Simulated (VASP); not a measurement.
# Mo6C in VASP: a series of runs

Mo6C is run at these levels: PBE; tasks: single point.

Everything below comes from runs of VASP 6.6.1. Logs are shortened: lines on timing, memory, paths and dates and some standing lists are left out, and cuts for length are marked.

**1. The cell of the first run**

The cell holds a slab with vacuum, 7 atoms: a = 4.470 Å, b = 4.470 Å, c = 19.760 Å, α = 90.00°, β = 90.00°, γ = 120.00°.

**2. Single point, PBE**

Contents of INCAR:

```
SYSTEM = Mo6C
ALGO = Normal
DIPOL = 0.5 0.5 0.331
EDIFF = 1E-6
ENCUT = 520
GGA = PE
IDIPOL = 3
ISIF = 2
ISMEAR = 0
LASPH = .TRUE.
LCHARG = .FALSE.
LDIPOL = .TRUE.
LREAL = .FALSE.
LWAVE = .FALSE.
NBANDS = 53
NELM = 60
PREC = Accurate
SIGMA = 0.1
```

Contents of KPOINTS:

```
k-points
0
G
  6 6 1
  0 0 0
```

Contents of POSCAR:

```
Mo6C
1.0
    4.4695765307      0.0000000000      0.0000000000
   -2.2347882654      3.8707668198      0.0000000000
    0.0000000000      0.0000000000     19.7595667302
Mo C
6 1
Direct
    0.6666666667      0.3333333333      0.2024335885
    0.3333333333      0.6666666667      0.2486060831
    0.0000000000      0.0000000000      0.2947785778
    0.6666666667      0.3333333333      0.3368821123
    0.3333333333      0.6666666667      0.3779725567
    0.0000000000      0.0000000000      0.4180034331
    0.4444444444      0.1111111111      0.4400079142
```

Potentials or basis: VASP PAW PBE potentials, release 64 (Mo_sv, C).

On the command line:

```bash
$ cat potpaw_PBE.64/Mo_sv/POTCAR potpaw_PBE.64/C/POTCAR > POTCAR
$ mpirun -np 1 vasp_std > vasp.out
```

OUTCAR:

```text
SYSTEM = Mo6C
   EDIFF = 1E-6
   ENCUT = 520
   GGA = PE
   ISIF = 2
   ISMEAR = 0
   LASPH = .TRUE.
   LREAL = .FALSE.
   NELM = 60
   PREC = Accurate

 ion  position               nearest neighbor table
   1  0.667  0.333  0.202-   4 2.66   2 2.74   2 2.74   2 2.74   3 3.16   3 3.16   3 3.16
   2  0.333  0.667  0.249-   5 2.56   1 2.74   1 2.74   3 2.74   1 2.74   3 2.74   3 2.74   4 3.11
                             4 3.11   4 3.11
   3  0.000  0.000  0.295-   6 2.43   4 2.71   4 2.71   4 2.71   2 2.74   2 2.74   2 2.74   5 3.06
                             5 3.06   5 3.06   1 3.16   1 3.16   1 3.16
   4  0.667  0.333  0.337-   7 2.27   1 2.66   5 2.71   5 2.71   5 2.71   3 2.71   3 2.71   3 2.71
                             6 3.04   6 3.04   6 3.04   2 3.11   2 3.11   2 3.11
   5  0.333  0.667  0.378-   7 2.17   2 2.56   6 2.70   6 2.70   6 2.70   4 2.71   4 2.71   4 2.71
                             3 3.06   3 3.06   3 3.06
   6  0.000  0.000  0.418-   7 1.84   3 2.43   5 2.70   5 2.70   5 2.70   4 3.04   4 3.04   4 3.04

   7  0.444  0.111  0.440-   6 1.84   5 2.17   4 2.27

  LATTYP: Found a hexagonal cell.
 ALAT       =     4.4695765307
 C/A-ratio  =     4.4209035452

  Lattice vectors:

 A1 = (   4.4695765307,   0.0000000000,   0.0000000000)
 A2 = (  -2.2347882654,   3.8707668198,   0.0000000000)
 A3 = (   0.0000000000,   0.0000000000,  19.7595667302)

Analysis of symmetry for initial positions (statically):
=====================================================================
 Subroutine PRICEL returns:
 Original cell was already a primitive cell.

 Routine SETGRP: Setting up the symmetry group for a
 hexagonal supercell.

 Subroutine GETGRP returns: Found  1 space group operations
 (whereof  1 operations were pure point group operations)
 out of a pool of 24 trial point group operations.

The static configuration has the point symmetry C_1 .

Analysis of symmetry for dynamics (positions and initial velocities):
=====================================================================
 Subroutine PRICEL returns:
 Original cell was already a primitive cell.

 Routine SETGRP: Setting up the symmetry group for a
 hexagonal supercell.

 Subroutine GETGRP returns: Found  1 space group operations
 (whereof  1 operations were pure point group operations)
 out of a pool of 24 trial point group operations.

The dynamic configuration has the point symmetry C_1 .

 Subroutine INISYM returns: Found  1 space group operations
 (whereof  1 operations are pure point group operations),
 and found     1 'primitive' translations

----------------------------------------------------------------------------------------

                                     Primitive cell

  volume of cell :     341.8541

  direct lattice vectors                    reciprocal lattice vectors
     4.469576531  0.000000000  0.000000000     0.223734842  0.129173371  0.000000000
    -2.234788265  3.870766820  0.000000000     0.000000000  0.258346743  0.000000000
     0.000000000  0.000000000 19.759566730     0.000000000  0.000000000  0.050608397

  length of vectors
     4.469576531  4.469576531 19.759566730     0.258346743  0.258346743  0.050608397

  position of ions in fractional coordinates (direct lattice)
     0.666666667  0.333333333  0.202433588
     0.333333333  0.666666667  0.248606083
     0.000000000  0.000000000  0.294778578
     0.666666667  0.333333333  0.336882112
     0.333333333  0.666666667  0.377972557
     0.000000000  0.000000000  0.418003433
     0.444444444  0.111111111  0.440007914

  ion indices of the primitive-cell ions
   primitive index   ion index
                 1           1
                 2           2
                 3           3
                 4           4
                 5           5
                 6           6
                 7           7

----------------------------------------------------------------------------------------

 KPOINTS: k-points

Automatic generation of k-mesh.
 Grid dimensions read from file:
 generate k-points for:    6    6    1

 Generating k-lattice:

  Cartesian coordinates                     Fractional coordinates (reciprocal lattice)
     0.037289140  0.021528895  0.000000000     0.166666667  0.000000000  0.000000000
     0.000000000  0.043057790  0.000000000     0.000000000  0.166666667  0.000000000
     0.000000000  0.000000000  0.050608397     0.000000000  0.000000000  1.000000000

  Length of vectors
     0.043057790  0.043057790  0.050608397

  Shift w.r.t. Gamma in fractional coordinates (k-lattice)
     0.000000000  0.000000000  0.000000000

 Subroutine IBZKPT returns following result:
 ===========================================

 Found     20 irreducible k-points:

 Following reciprocal coordinates:
            Coordinates               Weight
  0.000000  0.000000  0.000000      1.000000
  0.166667  0.000000  0.000000      2.000000
  0.000000  0.166667  0.000000      2.000000
 -0.166667  0.166667  0.000000      2.000000
  0.333333 -0.000000  0.000000      2.000000
  0.000000  0.333333  0.000000      2.000000
[... 12 lines left out ...]
  0.500000 -0.166667  0.000000      2.000000
  0.333333  0.333333  0.000000      2.000000
   k-points           NKPTS =     20   k-points in BZ     NKDIM =     20   number of bands    NBANDS=     53
   number of dos      NEDOS =    301   number of ions     NIONS =      7
   total plane-waves  NPLWV = 194400
   dimension x,y,z NGX =    36 NGY =   36 NGZ =  150
   dimension x,y,z NGXF=    72 NGYF=   72 NGZF=  300
   ions per type =               6   1
   NGX,Y,Z   is equivalent  to a cutoff of  13.39, 13.39, 12.62 a.u.
   NGXF,Y,Z  is equivalent  to a cutoff of  26.78, 26.78, 25.24 a.u.
 SYSTEM =  Mo6C
   PREC   = accura    normal or accurate (medium, high low for compatibility)
   ISTART =      0    job   : 0-new  1-cont  2-samecut
   ICHARG =      2    charge: 1-file 2-atom 10-const
   ISPIN  =      1    spin polarized calculation?
   LNONCOLLINEAR =      F non collinear calculations
   LSORBIT =      F    spin-orbit coupling
   LASPH  =      T    aspherical Exc in radial PAW
   ENCUT  =  520.0 eV  38.22 Ry    6.18 a.u.   8.31  8.31 36.74*2*pi/ulx,y,z
   NELM   =     60;   NELMIN=  2; NELMDL= -5     # of ELM steps
   EDIFF  = 0.1E-05   stopping-criterion for ELM
   LREAL  =      F    real-space projection
   EDIFFG = 0.1E-04   stopping-criterion for IOM
   NSW    =      0    number of steps for IOM
   IBRION =     -1    ionic relax: 0-MD 1-quasi-New 2-CG
   NFREE  =      0    steps in history (QN), initial steepest desc. (CG)
   ISIF   =      2    stress and relaxation
   ISYM   =      2    0-nonsym 1-usesym 2-fastsym
   POTIM  = 0.5000    time-step for ionic-motion
   TEBEG  =    0.0;   TEEND  =   0.0 temperature during run
   PSTRESS=    0.0 pullay stress
   NELECT =      88.0000    total number of electrons
   NUPDOWN=      -1.0000    fix difference up-down
   EMIN   =  10.00;   EMAX   =-10.00  energy-range for DOS
   EFERMI =   0.00;   METHOD = LEGACY
   ISMEAR =     0;   SIGMA  =   0.10  broadening in eV -4-tet -1-fermi 0-gaus
   EFERMI_NEDOS =   21; number of points for ismear=-14 and -15
   IALGO  =     38    algorithm
   IMIX   =      4    mixing-type and parameters
     AMIX     =   0.40;   BMIX     =  1.00
     AMIX_MAG =   1.60;   BMIX_MAG =  1.00
  volume/ion in A,a.u.               =      48.84       329.56
  Fermi-wavevector in a.u.,A,eV,Ry     =   1.041411  1.967981 14.756017  1.084537
  Thomas-Fermi vector in A             =   2.176030
   LORBIT       =      0    0 simple, 1 ext, 2 COOP (PROOUT), +10 PAW based schemes
   GGA     = PE    functional components
   LHFCALC =     F    Hartree Fock is set to
   AEXX    =    0.0000 exact exchange contribution
   IVDW    =     0    specifies the selected vdW correction
   LEPSILON=     F    determine dielectric tensor
   LRPA    =     F    only Hartree local field effects (RPA)
 non-spin polarized calculation
 Gauss-broadening in eV      SIGMA  =   0.10
  energy-cutoff  :      520.00
  volume of cell :      341.85
 maximum number of plane-waves:      9223
 NGX is ok and might be reduce to    36
   NGX = 17   NGY = 17   NGZ = 73

 dipolmoment           0.000000      0.000000     -0.031358 electrons x Angstroem

 number of electron      88.0000006 magnetization

 dipolmoment           0.000000      0.000000      0.103848 electrons x Angstroem

 Free energy of the ion-electron system (eV)
  ---------------------------------------------------
  ext. energy  EPLUGINS =         0.00000000
  ---------------------------------------------------
  free energy    TOTEN  =       -67.19034783 eV

  energy without entropy =      -67.16585102  energy(sigma->0) =      -67.17809942

 E-fermi :   0.7501     XC(G=0):  -4.9556

 val. band max:        0.6973048816   @ k =   0.5000  -0.1667   0.0000
 cond. band min:       0.7537588096   @ k =  -0.1667   0.3333   0.0000
 fundamental gap:      0.0564539281
 Fermi energy:         0.7501210182

 k-point     1 :       0.0000    0.0000    0.0000
  band No.  band energies     occupation
      1     -60.5229      2.00000
      2     -60.2839      2.00000
      3     -60.2503      2.00000
      4     -60.1371      2.00000
      5     -60.0502      2.00000
      6     -59.9284      2.00000
[... 45 lines left out ...]
     52       2.5276      0.00000
     53       2.7531      0.00000

 k-point     2 :       0.1667    0.0000    0.0000
  band No.  band energies     occupation
      1     -60.5014      2.00000
      2     -60.2856      2.00000
      3     -60.2595      2.00000
      4     -60.1349      2.00000
      5     -60.0544      2.00000
      6     -59.9381      2.00000
[... 45 lines left out ...]
     52       2.5471      0.00000
     53       2.7715      0.00000

 k-point     3 :       0.0000    0.1667    0.0000
  band No.  band energies     occupation
      1     -60.5013      2.00000
      2     -60.2856      2.00000
      3     -60.2595      2.00000
      4     -60.1350      2.00000
      5     -60.0545      2.00000
      6     -59.9381      2.00000
[... 45 lines left out ...]
     52       2.6053      0.00000
     53       2.7596      0.00000
[... 841 lines left out ...]
 k-point    19 :       0.5000   -0.1667    0.0000
  band No.  band energies     occupation
      1     -60.3973      2.00000
      2     -60.3301      2.00000
      3     -60.2925      2.00000
      4     -60.1185      2.00000
      5     -60.0658      2.00000
      6     -59.9731      2.00000
[... 45 lines left out ...]
     52       2.5391      0.00000
     53       2.7973      0.00000

 k-point    20 :       0.3333    0.3333    0.0000
  band No.  band energies     occupation
      1     -60.3428      2.00000
      2     -60.3405      2.00000
      3     -60.3333      2.00000
      4     -60.1135      2.00000
      5     -60.0672      2.00000
      6     -59.9807      2.00000
[... 45 lines left out ...]
     52       2.3149      0.00000
     53       2.5843      0.00000

------------------------ aborting loop because EDIFF is reached ----------------------------------------

 vacuum level on the upper side and lower side of the slab       (xc-potential included)         0.475        -0.538

  FORCE on cell =-STRESS in cart. coord.  units (eV):
  Direction    XX          YY          ZZ          XY          YZ          ZX
  --------------------------------------------------------------------------------------
  -------------------------------------------------------------------------------------
  Total       -0.3468133     -2.2654643      0.9193361      1.3002089      0.3163008      1.3279909
  in kB       -1.6254197    -10.6176158      4.3086786      6.0937261      1.4824158      6.2239327
  external PRESSURE =      -2.6447856 kB  Pullay stress =       0.0000000 kB

 VOLUME and BASIS-vectors are now :
 -----------------------------------------------------------------------------
  energy-cutoff  :      520.00
  volume of cell :      341.85
      direct lattice vectors                 reciprocal lattice vectors
     4.469576531  0.000000000  0.000000000     0.223734842  0.129173371  0.000000000
    -2.234788265  3.870766820  0.000000000     0.000000000  0.258346743  0.000000000
     0.000000000  0.000000000 19.759566730     0.000000000  0.000000000  0.050608397

 POSITION                                       TOTAL-FORCE (eV/Angst)
 -----------------------------------------------------------------------------------
      2.23479      1.29026      4.00000         0.081602     -0.026380      1.683703
     -0.00000      2.58051      4.91235         0.046921      0.135729     -0.633042
      0.00000      0.00000      5.82470        -0.106646     -0.376795     -2.310363
      2.23479      1.29026      6.65664        -0.224183      0.455618     -0.381398
     -0.00000      2.58051      7.46857        -0.145056     -0.520863      0.305560
      0.00000      0.00000      8.25957        -2.180286      0.196432      1.308148
      1.73817      0.43009      8.69437         2.527648      0.136259      0.027392
 -----------------------------------------------------------------------------------
    total drift:                               -0.000038     -0.000015      0.000145

  FREE ENERGIE OF THE ION-ELECTRON SYSTEM (eV)
  ---------------------------------------------------
  free  energy   TOTEN  =       -67.1903478259 eV

  energy  without entropy=      -67.1658510207  energy(sigma->0) =      -67.17809942

 vacuum level on the upper side and lower side of the slab         5.376         4.289
```

It took 7.3 min on 1 thread of Intel Xeon 6975P-C (Granite Rapids), shared host; peak memory 0.62 GiB.

Results:

| Item | Value |
| --- | --- |
| Free energy | -67.1903 eV |
| Largest force | 2.550 eV/Å |
| Band gap on the k mesh | zero (bands 44 and 45 overlap by 0.07 eV) |

Forces in eV/Å, atoms in the order of the input:
```
Mo   0.082 -0.026  1.684
Mo   0.047  0.136 -0.633
Mo  -0.107 -0.377 -2.310
Mo  -0.224  0.456 -0.381
Mo  -0.145 -0.521  0.306
Mo  -2.180  0.196  1.308
C    2.528  0.136  0.027
```

**3. Single point, PBE**

Contents of INCAR:

```
SYSTEM = Mo6C
PREC = Accurate
ENCUT = 520
EDIFF = 1E-6
ISMEAR = 0
SIGMA = 0.1
LREAL = .False.
LASPH = .True.
NELM = 60
ALGO = Normal
ISIF = 2
LWAVE = .False.
LCHARG = .True.
LDIPOL = .True.
IDIPOL = 3
DIPOL = 0.5 0.5 0.336
GGA = PE
LELF = .True.
LVHAR = .True.
LVACPOTAV = .True.
NBANDS = 53
```

Contents of KPOINTS:

```
regular mesh
0
Gamma
  6 6 1
  0 0 0
```

Contents of POSCAR:

```
Mo6C
1.0
    4.4695765307      0.0000000000      0.0000000000
   -2.2347882654      3.8707668198      0.0000000000
    0.0000000000      0.0000000000     19.7595667350
Mo C
6 1
Direct
    0.6666666667      0.3333333333      0.2024335884
    0.3333333333      0.6666666667      0.2486060831
    0.0000000000      0.0000000000      0.2947785777
    0.6666666667      0.3333333333      0.3368821116
    0.3333333333      0.6666666667      0.3779725564
    0.0000000000      0.0000000000      0.4180034333
    0.8888888889      0.2222222222      0.4759805273
```

Potentials or basis: VASP PAW PBE potentials, release 64 (Mo_sv, C).

On the command line:

```bash
$ cat potpaw_PBE.64/Mo_sv/POTCAR potpaw_PBE.64/C/POTCAR > POTCAR
$ mpirun -np 1 vasp_std > vasp.out
```

Wall time 10 min (1 thread of Intel Xeon 6975P-C (Granite Rapids), shared host); peak memory 0.62 GiB.

It converged, with:

* Free energy: -65.0820 eV
* Largest force: 3.480 eV/Å
* Band gap on the k mesh: zero (bands 44 and 45 overlap by 0.03 eV)

Forces on the atoms (eV/Å):
```
Mo   0.034  0.024  1.914
Mo   0.045 -0.057 -0.377
Mo  -0.348  0.351 -3.110
Mo  -0.277 -0.178 -0.675
Mo   0.369 -0.330  1.221
Mo   2.523 -2.195  0.964
C   -2.346  2.386  0.061
```

Levels at points of the mesh, in eV from the Fermi level:
```tsv
k point	band 41	band 42	band 43	band 44	band 45	band 46	band 47	band 48
(0.00, 0.00, 0.00)	-1.27	-1.26	-0.83	-0.37	0.24	0.41	1.11	1.14
(0.50, 0.00, 0.00)	-1.23	-0.94	-0.54	-0.03	0.15	0.21	0.85	1.26
(0.00, 0.50, 0.00)	-1.29	-0.73	-0.48	-0.02	0.13	0.16	0.63	1.14
(0.50, 0.50, 0.00)	-1.10	-0.81	-0.59	-0.03	0.11	0.38	0.60	0.97
```

**4. Single point, PBE**

Contents of INCAR:

```
SYSTEM = Mo6C
ALGO = Normal
DIPOL = 0.5 0.5 0.334
EDIFF = 1E-6
ENCUT = 520
GGA = PE
IDIPOL = 3
ISIF = 2
ISMEAR = 0
LASPH = .True.
LCHARG = .False.
LDIPOL = .True.
LREAL = .False.
LWAVE = .False.
NBANDS = 53
NELM = 60
PREC = Accurate
SIGMA = 0.1
```

Contents of KPOINTS:

```
k-points
0
Gamma
  6 6 1
  0 0 0
```

Edit POSCAR of step 3 so:

```diff
@@ -14,2 +14,2 @@
     0.0000000000      0.0000000000      0.4180034333
-    0.8888888889      0.2222222222      0.4759805273
+    0.1111111111      0.4444444444      0.4596412390
```

On the command line:

```bash
$ cat potpaw_PBE.64/Mo_sv/POTCAR potpaw_PBE.64/C/POTCAR > POTCAR
$ mpirun -np 1 vasp_std > vasp.out
```

Run time: 11 min. Hardware: 1 thread of Intel Xeon 6975P-C (Granite Rapids), shared host; peak memory 0.62 GiB.

The run converged. Its results:

| Item | Value |
| --- | --- |
| Free energy | -66.5991 eV |
| Largest force | 2.919 eV/Å |
| Band gap on the k mesh | zero (bands 44 and 45 overlap by 0.14 eV) |

Forces on the atoms (eV/Å):
```
Mo   0.096  0.005  2.192
Mo  -0.103 -0.047 -1.702
Mo   0.169  0.466 -1.983
Mo  -0.405 -0.172 -0.978
Mo   0.800  1.184 -0.294
Mo   0.446 -0.922  2.733
C   -1.005 -0.514  0.032
```

Levels at points of the mesh, in eV from the Fermi level:
```
           k point  band 42  band 43  band 44  band 45  band 46  band 47
(0.00, 0.00, 0.00)    -1.22    -1.11    -0.68     0.31     0.88     1.08
(0.50, 0.00, 0.00)    -0.86    -0.43     0.07     0.14     0.26     0.78
(0.00, 0.50, 0.00)    -1.08    -0.37    -0.09     0.07     0.39     0.55
(0.50, 0.50, 0.00)    -1.01    -0.35    -0.01     0.09     0.45     0.78
```

**5. Overview**

| cell | gap on the mesh (eV) | largest force (eV/Å) |
| --- | --- | --- |
| as given, atomic positions A | none | 2.55 |
| as given, atomic positions B | none | 3.48 |
| as given, atomic positions C | none | 2.92 |

Alike in all rows: task single point; level PBE; potentials or basis VASP PAW PBE potentials, release 64 (Mo_sv, C); no spin polarisation; k mesh 6 × 6 × 1; cutoff (eV) 520; smearing gaussian 0.1 eV.

Total energies depend on the potentials used, so only differences within one code and one set of settings carry meaning.
